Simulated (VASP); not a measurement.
## Pd: single point with PBEsol+D4

Crystal: Pd.

```
Pd
1.0
     2.71305    0.00000    0.00000
    -1.35652    2.34957    0.00000
     0.00000    0.00000    4.52153
Pd
2
Direct
  0.33333 0.66667 0.25000
  0.66667 0.33333 0.75000
```

```json
{
  "Program": "VASP 6.6.1",
  "Task": "single point",
  "Functional": "PBEsol",
  "Dispersion": "D4",
  "Potentials or basis": "VASP PAW PBE potentials, release 64 (Pd)",
  "Cutoff": "520 eV",
  "k mesh": "11 × 11 × 6",
  "Occupations": "fermi-dirac, width 0.05 eV",
  "Spin": "no spin polarisation",
  "Dipole correction": "no",
  "Further INCAR settings": "ALGO = Normal; EDIFF = 1e-06; NBANDS = 17"
}
```

```json
{"Pressure": "-0.3 GPa", "Band gap on the k mesh": "zero (band 10 reaches 10.19 eV, above the bottom of band 11 at 9.29 eV)", "Dispersion energy per atom": "-0.293 eV"}
```

Stress tensor (GPa, compression positive):
```
-0.30  0.00  0.00
 0.00 -0.30  0.00
 0.00  0.00 -0.38
```

Levels at points of the mesh, in eV from the Fermi level:
```csv
k point,band 6,band 7,band 8,band 9,band 10,band 11,band 12,band 13,band 14,band 15
"(0.00, 0.00, 0.00)",-2.51,-2.51,-1.76,-1.76,-0.26,-0.26,0.68,7.12,17.11,18.73
"(0.00, 0.00, 0.50)",-2.92,-2.92,-2.92,-0.74,-0.74,-0.74,-0.74,14.20,14.20,17.68
```

It took 13 s on 1 thread of AMD EPYC 9R45 96-Core Processor (Zen 5) (shared host), peak memory 0.13 GiB.

Caveat: the PAW data sets were made with another functional, which shifts forces and pressure a little; pairwise dispersion overbinds metals, which lowers pressure and volume.
